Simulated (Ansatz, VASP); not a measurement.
PbS: VASP beside Ansatz

Contents of INCAR:

```
PREC = Accurate
ENCUT = 520
EDIFF = 1E-6
ISMEAR = -1
SIGMA = 0.02
LREAL = F
LASPH = T
NELM = 100
ALGO = Normal
ISIF = 2
LWAVE = F
LCHARG = F
GGA = PS
NBANDS = 28
```

File KPOINTS:

```
Automatic mesh
0
Gamma
  6 6 4
```

File POSCAR:

```
PbS
1.0
    2.1071308244     -3.6528348169      0.0000000000
    2.1071308244      3.6528348169      0.0000000000
    0.0000000000      0.0000000000      7.7444059345
Pb S
2 2
Direct
    0.0010316600      0.9989683400      0.4867318100
    0.9989683400      0.0010316600      0.9867318100
    0.6671454800      0.3328545200      0.6924681900
    0.3328545200      0.6671454800      0.1924681900
```

Input for Ansatz:

```yaml
crystal:
  lattice:
    - [2.107130824439247, -3.6528348169069753, 0.0]
    - [2.107130824439247, 3.6528348169069753, 0.0]
    - [0.0, 0.0, 7.744405934545697]
  atoms:
    - { symbol: Pb, position: [0.00103166, 0.99896834, 0.48673181] }
    - { symbol: Pb, position: [0.99896834, 0.00103166, 0.98673181] }
    - { symbol: S, position: [0.66714548, 0.33285452, 0.69246819] }
    - { symbol: S, position: [0.33285452, 0.66714548, 0.19246819] }
basis:
  ecutwfc: 420.0
kpoints:
  mp_grid:
    grid: [6, 6, 4]
hamiltonian:
  xc: pbesol
scf:
  occupations:
    method: fermi_dirac
    width: 0.02
output:
  stress: true
```

Alike in both runs: task single point; functional PBEsol; k mesh 6 × 6 × 4; occupations fermi-dirac, width 0.02 eV; no spin polarisation.

|  | VASP | Ansatz |
| --- | --- | --- |
| version | VASP 6.6.1 | Ansatz 0.2.0 |
| potentials or method | VASP PAW PBE potentials, release 64 (Pb_d, S), cutoff 520 eV | plane waves, PAW |
| valence electrons in the cell | 40 | 40 |

```csv
,VASP,Ansatz,Ansatz less VASP
pressure (GPa),-4.8,-4.7,+0.05
"traceless stress, the component that is largest in VASP (GPa)",-0.42,-0.43,-0.002
```

VASP's potentials were made for PBE, not for PBEsol. The functional is the same, so the differences come from potentials, cutoffs and numerics.

Neither program's run includes spin-orbit coupling.
